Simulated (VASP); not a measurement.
# Ba (Im-3m) in VASP: further runs

The runs below take Ba through single point, with PBEsol, r2SCAN+D4, B3LYP+D4.

All numbers are computed with VASP 6.6.1; they aren't measurements. Logs are shortened: lines on timing, memory, paths and dates and some standing lists are left out, and cuts for length are marked.

### 1 The cell of the first run

Symmetry: Im-3m, No. 229, cubic system. The conventional cell has a = 5.013 Å, b = 5.013 Å, c = 5.013 Å, α = 90.00°, β = 90.00°, γ = 90.00°. Ba (site symmetry m-3m) has 14 Ba at 4.34 to 5.01 Å within 5.7 Å.

### 2 Single point, PBEsol

Contents of INCAR:

```
SYSTEM = Ba
ALGO = Normal
EDIFF = 1E-6
ENCUT = 500
GGA = PS
GGA_COMPAT = .FALSE.
ISIF = 2
ISMEAR = 1
LASPH = .TRUE.
LCHARG = .TRUE.
LELF = .TRUE.
LREAL = .FALSE.
LVHAR = .TRUE.
LWAVE = .FALSE.
NBANDS = 11
NELM = 120
PREC = Accurate
SIGMA = 0.01
```

Contents of KPOINTS:

```
k-points
0
G
  8 8 8
  0 0 0
```

Contents of POSCAR:

```
Ba
1.0
   -2.5065000000      2.5065000000      2.5065000000
    2.5065000000     -2.5065000000      2.5065000000
    2.5065000000      2.5065000000     -2.5065000000
Ba
1
Direct
    0.0000000000      0.0000000000      0.0000000000
```

Potentials or basis: VASP PAW PBE potentials, release 64 (Ba_sv).

On the command line:

```sh
> cat potpaw_PBE.64/Ba_sv/POTCAR > POTCAR
> mpirun -np 1 vasp_std > vasp.out
```

OUTCAR:

```text
SYSTEM = Ba
   EDIFF = 1E-6
   ENCUT = 500
   GGA = PS
   ISIF = 2
   ISMEAR = 1
   LASPH = .TRUE.
   LREAL = .FALSE.
   NELM = 120
   PREC = Accurate

 ion  position               nearest neighbor table
   1  0.000  0.000  0.000-

  LATTYP: Found a body centered cubic cell.
 ALAT       =     5.0130000000

  Lattice vectors:

 A1 = (  -2.5065000000,   2.5065000000,   2.5065000000)
 A2 = (   2.5065000000,  -2.5065000000,   2.5065000000)
 A3 = (   2.5065000000,   2.5065000000,  -2.5065000000)

Analysis of symmetry for initial positions (statically):
=====================================================================
 Subroutine PRICEL returns:
 Original cell was already a primitive cell.

 Routine SETGRP: Setting up the symmetry group for a
 body centered cubic supercell.

 Subroutine GETGRP returns: Found 48 space group operations
 (whereof 48 operations were pure point group operations)
 out of a pool of 48 trial point group operations.

The static configuration has the point symmetry O_h .

Analysis of symmetry for dynamics (positions and initial velocities):
=====================================================================
 Subroutine PRICEL returns:
 Original cell was already a primitive cell.

 Routine SETGRP: Setting up the symmetry group for a
 body centered cubic supercell.

 Subroutine GETGRP returns: Found 48 space group operations
 (whereof 48 operations were pure point group operations)
 out of a pool of 48 trial point group operations.

The dynamic configuration has the point symmetry O_h .

 Subroutine INISYM returns: Found 48 space group operations
 (whereof 48 operations are pure point group operations),
 and found     1 'primitive' translations

----------------------------------------------------------------------------------------

                                     Primitive cell

  volume of cell :      62.9888

  direct lattice vectors                    reciprocal lattice vectors
    -2.506500000  2.506500000  2.506500000     0.000000000  0.199481348  0.199481348
     2.506500000 -2.506500000  2.506500000     0.199481348  0.000000000  0.199481348
     2.506500000  2.506500000 -2.506500000     0.199481348  0.199481348  0.000000000

  length of vectors
     4.341385349  4.341385349  4.341385349     0.282109228  0.282109228  0.282109228
[... 83 lines left out ...]
   IBRION =     -1    ionic relax: 0-MD 1-quasi-New 2-CG
   NFREE  =      0    steps in history (QN), initial steepest desc. (CG)
   ISIF   =      2    stress and relaxation
   ISYM   =      2    0-nonsym 1-usesym 2-fastsym
   POTIM  = 0.5000    time-step for ionic-motion
   TEBEG  =    0.0;   TEEND  =   0.0 temperature during run
   PSTRESS=    0.0 pullay stress
   NELECT =      10.0000    total number of electrons
   NUPDOWN=      -1.0000    fix difference up-down
   EMIN   =  10.00;   EMAX   =-10.00  energy-range for DOS
   EFERMI =   0.00;   METHOD = LEGACY
   ISMEAR =     1;   SIGMA  =   0.01  broadening in eV -4-tet -1-fermi 0-gaus
   EFERMI_NEDOS =   21; number of points for ismear=-14 and -15
   IALGO  =     38    algorithm
   IMIX   =      4    mixing-type and parameters
     AMIX     =   0.40;   BMIX     =  1.00
     AMIX_MAG =   1.60;   BMIX_MAG =  1.00
  volume/ion in A,a.u.               =      62.99       425.07
  Fermi-wavevector in a.u.,A,eV,Ry     =   0.886449  1.675146 10.691349  0.785792
  Thomas-Fermi vector in A             =   2.007617
   LORBIT       =      0    0 simple, 1 ext, 2 COOP (PROOUT), +10 PAW based schemes
   GGA     = PS    functional components
   LHFCALC =     F    Hartree Fock is set to
   AEXX    =    0.0000 exact exchange contribution
   IVDW    =     0    specifies the selected vdW correction
   LEPSILON=     F    determine dielectric tensor
   LRPA    =     F    only Hartree local field effects (RPA)
 non-spin polarized calculation
 Methfessel and Paxton  Order N= 1 SIGMA  =   0.01
  energy-cutoff  :      500.00
  volume of cell :       62.99
 maximum number of plane-waves:      1638
   NGX = 15   NGY = 15   NGZ = 15

 number of electron      10.0000000 magnetization

 number of electron       9.9999999 magnetization

 Free energy of the ion-electron system (eV)
  ---------------------------------------------------
  ext. energy  EPLUGINS =         0.00000000
  ---------------------------------------------------
  free energy    TOTEN  =        -2.14390670 eV

  energy without entropy =       -2.14378320  energy(sigma->0) =       -2.14386553

 E-fermi :   1.4640     XC(G=0):  -7.5068

 val. band max:        1.4624864642   @ k =  -0.3750   0.5000   0.2500
 cond. band min:       1.6450292496   @ k =   0.2500   0.2500   0.1250
 fundamental gap:      0.1825427854
 Fermi energy:         1.4639818314

 k-point     1 :       0.0000    0.0000    0.0000
  band No.  band energies     occupation
      1     -27.3225      2.00000
      2     -12.2531      2.00000
      3     -12.2531      2.00000
      4     -12.2531      2.00000
      5      -1.2319      2.00000
      6       3.3484      0.00000
      7       3.3484      0.00000
      8       3.3484      0.00000
      9       4.7824      0.00000
     10       4.7824      0.00000
     11       8.4770      0.00000
[... 309 lines left out ...]
 k-point    24 :      -0.3750    0.3750    0.2500
  band No.  band energies     occupation
      1     -27.2682      2.00000
      2     -12.6002      2.00000
      3     -12.4683      2.00000
      4     -12.4257      2.00000
      5       1.1870      2.00000
      6       1.7740      0.00000
      7       3.4011      0.00000
      8       3.6263      0.00000
      9       5.0718      0.00000
     10       5.4918      0.00000
     11       8.6724      0.00000

 [... further k-points ...]

------------------------ aborting loop because EDIFF is reached ----------------------------------------

  FORCE on cell =-STRESS in cart. coord.  units (eV):
  Direction    XX          YY          ZZ          XY          YZ          ZX
  --------------------------------------------------------------------------------------
  -------------------------------------------------------------------------------------
  Total       -0.2547558     -0.2547558     -0.2547558     -0.0000000      0.0000000      0.0000000
  in kB       -6.4799477     -6.4799477     -6.4799477     -0.0000000      0.0000000      0.0000000
  external PRESSURE =      -6.4799477 kB  Pullay stress =       0.0000000 kB

 VOLUME and BASIS-vectors are now :
 -----------------------------------------------------------------------------
  energy-cutoff  :      500.00
  volume of cell :       62.99
      direct lattice vectors                 reciprocal lattice vectors
    -2.506500000  2.506500000  2.506500000     0.000000000  0.199481348  0.199481348
     2.506500000 -2.506500000  2.506500000     0.199481348  0.000000000  0.199481348
     2.506500000  2.506500000 -2.506500000     0.199481348  0.199481348  0.000000000

 POSITION                                       TOTAL-FORCE (eV/Angst)
 -----------------------------------------------------------------------------------
      0.00000      0.00000      0.00000         0.000000     -0.000000      0.000000
 -----------------------------------------------------------------------------------
    total drift:                                0.000000      0.000000     -0.000000

  FREE ENERGIE OF THE ION-ELECTRON SYSTEM (eV)
  ---------------------------------------------------
  free  energy   TOTEN  =        -2.1439066997 eV

  energy  without entropy=       -2.1437831979  energy(sigma->0) =       -2.14386553
```

OSZICAR:

```text
N       E                     dE             d eps       ncg     rms          rms(c)
DAV:   1     0.530192143357E+02    0.53019E+02   -0.43037E+03   638   0.739E+02
DAV:   2     0.315061593142E+00   -0.52704E+02   -0.51240E+02   765   0.132E+02
DAV:   3    -0.208054429953E+01   -0.23956E+01   -0.23855E+01   817   0.301E+01
DAV:   4    -0.214238949665E+01   -0.61845E-01   -0.61764E-01   781   0.442E+00
DAV:   5    -0.214463142626E+01   -0.22419E-02   -0.22417E-02   887   0.693E-01    0.158E+00
DAV:   6    -0.214404235547E+01    0.58907E-03   -0.31571E-03   789   0.511E-01    0.936E-01
DAV:   7    -0.214380481588E+01    0.23754E-03   -0.53377E-03   750   0.704E-01    0.402E-02
DAV:   8    -0.214390284170E+01   -0.98026E-04   -0.29194E-04  1009   0.902E-02    0.206E-02
DAV:   9    -0.214390626616E+01   -0.34245E-05   -0.36428E-06   743   0.181E-02    0.481E-03
DAV:  10    -0.214390669973E+01   -0.43356E-06   -0.22127E-06   746   0.930E-03
   1 F= -.21439067E+01 E0= -.21438655E+01  d E =-.123502E-03
```

It took 7.9 s on 1 thread of Intel Xeon 6975P-C (Granite Rapids), shared host; peak memory 0.17 GiB.

What came out:

```
Free energy            : -2.1439 eV
Pressure               : -0.6 GPa
Band gap on the k mesh : zero (bands 5 and 6 overlap by 1.06 eV)
```

Levels at points of the mesh, in eV from the Fermi level:
| k point | band 3 | band 4 | band 5 | band 6 | band 7 | band 8 |
| --- | --- | --- | --- | --- | --- | --- |
| (0.00, 0.00, 0.00) | -13.72 | -13.72 | -2.70 | 1.88 | 1.88 | 1.88 |
| (0.50, 0.00, 0.00) | -13.87 | -13.72 | -0.83 | 0.75 | 1.33 | 3.27 |
| (0.50, 0.50, 0.50) | -14.04 | -14.04 | -0.47 | -0.47 | 4.41 | 4.41 |

Caveat: the PAW data sets were made with another functional, which shifts forces and pressure a little; spin-orbit coupling is left out, which moves the levels of the heavy elements.

### 3 Single point, r2SCAN+D4

POSCAR is that of step 2.

Contents of INCAR.step1:

```
SYSTEM = Ba
PREC = Accurate
ENCUT = 550
ISMEAR = -1
SIGMA = 0.025
LREAL = .FALSE.
LASPH = .TRUE.
NELM = 120
NBANDS = 11
GGA = PE
ALGO = Normal
EDIFF = 1E-5
LWAVE = .TRUE.
LCHARG = .FALSE.
GGA_COMPAT = .FALSE.
```

Contents of INCAR.step2:

```
SYSTEM = Ba
PREC = Accurate
ENCUT = 550
EDIFF = 1E-6
ISMEAR = -1
SIGMA = 0.025
LREAL = .FALSE.
LASPH = .TRUE.
NELM = 120
ALGO = Normal
ISIF = 2
LWAVE = .FALSE.
LCHARG = .FALSE.
METAGGA = R2SCAN
LMIXTAU = .TRUE.
IVDW = 13
VDW_S6 = 1.0
VDW_S8 = 0.6018749
VDW_A1 = 0.51559235
VDW_A2 = 5.77342911
NBANDS = 11
ISTART = 1
GGA_COMPAT = .FALSE.
```

Contents of KPOINTS:

```
regular mesh
0
G
  8 8 8
  0 0 0
```

Potentials or basis: VASP PAW PBE potentials, release 64 (Ba_sv).

On the command line:

```sh
> cat potpaw_PBE.64/Ba_sv/POTCAR > POTCAR
> cp INCAR.step1 INCAR
> mpirun -np 1 vasp_std > vasp.out
> cp INCAR.step2 INCAR
> mpirun -np 1 vasp_std > vasp.out
```

Wall time 51 s (1 thread of Intel Xeon 6975P-C (Granite Rapids), shared host); peak memory 0.21 GiB.

It converged, with:

* Free energy: -26.4823 eV
* Pressure: 0.2 GPa
* Band gap on the k mesh: zero (bands 5 and 6 overlap by 1.20 eV)
* Dispersion energy per atom: -0.046 eV

Levels at points of the mesh, in eV from the Fermi level:
| k point | band 1 | band 2 | band 3 | band 4 | band 5 | band 6 | band 7 | band 8 | band 9 | band 10 |
| --- | --- | --- | --- | --- | --- | --- | --- | --- | --- | --- |
| (0.00, 0.00, 0.00) | -29.86 | -14.39 | -14.39 | -14.39 | -2.83 | 2.19 | 2.19 | 2.19 | 3.54 | 3.54 |
| (0.50, 0.00, 0.00) | -29.81 | -14.87 | -14.54 | -14.40 | -0.82 | 0.94 | 1.27 | 3.60 | 4.16 | 5.62 |
| (0.50, 0.50, 0.50) | -29.78 | -14.71 | -14.71 | -14.71 | -0.57 | -0.57 | 4.76 | 4.76 | 4.76 | 5.12 |

Caveat: the PAW data sets were made with another functional, which shifts forces and pressure a little; spin-orbit coupling is left out, which moves the levels of the heavy elements.

### 4 Single point, B3LYP+D4 (60.47 Å³/atom)

This run uses another cell than the first one, of 60.47 Å³/atom.

Contents of POSCAR:

```
Ba
1.0
   -2.4726242250      2.4726242250      2.4726242250
    2.4726242250     -2.4726242250      2.4726242250
    2.4726242250      2.4726242250     -2.4726242250
Ba
1
Direct
    0.0000000000      0.0000000000      0.0000000000
```

Contents of INCAR.step1:

```
SYSTEM = Ba
PREC = Accurate ; ENCUT = 400
EDIFF = 1E-5 ; ISMEAR = -1
SIGMA = 0.05 ; LREAL = .False.
LASPH = .True. ; NELM = 120
ALGO = Normal ; ISIF = 2
LWAVE = .True. ; NBANDS = 11
GGA = PE ; GGA_COMPAT = .False.
```

Contents of INCAR.step2:

```
SYSTEM = Ba
PREC = Accurate ; ENCUT = 400
EDIFF = 1E-6 ; ISMEAR = -1
SIGMA = 0.05 ; LREAL = .False.
LASPH = .True. ; NELM = 120
ALGO = Normal ; ISIF = 2
LWAVE = .False. ; LCHARG = .True.
GGA = B3 ; LHFCALC = .True.
AEXX = 0.2 ; AGGAX = 0.72
AGGAC = 0.81 ; ALDAC = 0.19
PRECFOCK = Normal ; IVDW = 13
LELF = .True. ; LVHAR = .True.
NBANDS = 11 ; ISTART = 1
GGA_COMPAT = .False.
```

Contents of KPOINTS:

```
Automatic mesh
0
Gamma
  5 5 5
  0 0 0
```

On the command line:

```sh
> cat potpaw_PBE.64/Ba_sv/POTCAR > POTCAR
> cp INCAR.step1 INCAR
> mpirun -np 1 vasp_std > vasp.out
> cp INCAR.step2 INCAR
> mpirun -np 1 vasp_std > vasp.out
```

Wall time 40 min (1 thread of Intel Xeon 6975P-C (Granite Rapids), shared host); peak memory 0.16 GiB.

Results (log left out):

| Quantity | Value |
| --- | --- |
| Free energy | -1.4236 eV |
| Pressure | 0.5 GPa |
| Band gap on the k mesh | zero (bands 5 and 6 overlap by 1.13 eV) |
| Dispersion energy per atom | -0.202 eV |

Levels at points of the mesh, in eV from the Fermi level:
| k point | band 3 | band 4 | band 5 | band 6 | band 7 | band 8 |
| --- | --- | --- | --- | --- | --- | --- |
| (0.00, 0.00, 0.00) | -15.36 | -15.36 | -3.60 | 2.34 | 2.34 | 2.34 |

Caveat: the PAW data sets were made with another functional, which shifts forces and pressure a little; spin-orbit coupling is left out, which moves the levels of the heavy elements.

### 5 Overview

| level | cell | k mesh | cutoff (eV) | smearing | grid for exact exchange (PRECFOCK) | share of exact exchange | gap on the mesh (eV) | pressure (GPa) |
| --- | --- | --- | --- | --- | --- | --- | --- | --- |
| PBEsol | a = 4.341 Å, angles 109.5°, 1 atom | 8 × 8 × 8 | 500 | methfessel-paxton 0.01 eV | - | - | none | -0.6 |
| r2SCAN+D4 | a = 4.341 Å, angles 109.5°, 1 atom | 8 × 8 × 8 | 550 | fermi-dirac 0.025 eV | - | - | none | 0.2 |
| B3LYP+D4 | a = 4.283 Å, angles 109.5°, 1 atom | 5 × 5 × 5 | 400 | fermi-dirac 0.05 eV | Normal | 0.2 | none | 0.5 |

Alike in all rows: task single point; potentials or basis VASP PAW PBE potentials, release 64 (Ba_sv); no spin polarisation.

Caveats: the PAW data sets were made with another functional, which shifts forces and pressure a little; spin-orbit coupling is left out, which moves the levels of the heavy elements.

Total energies depend on the potentials used, so only differences within one code and one set of settings carry meaning.
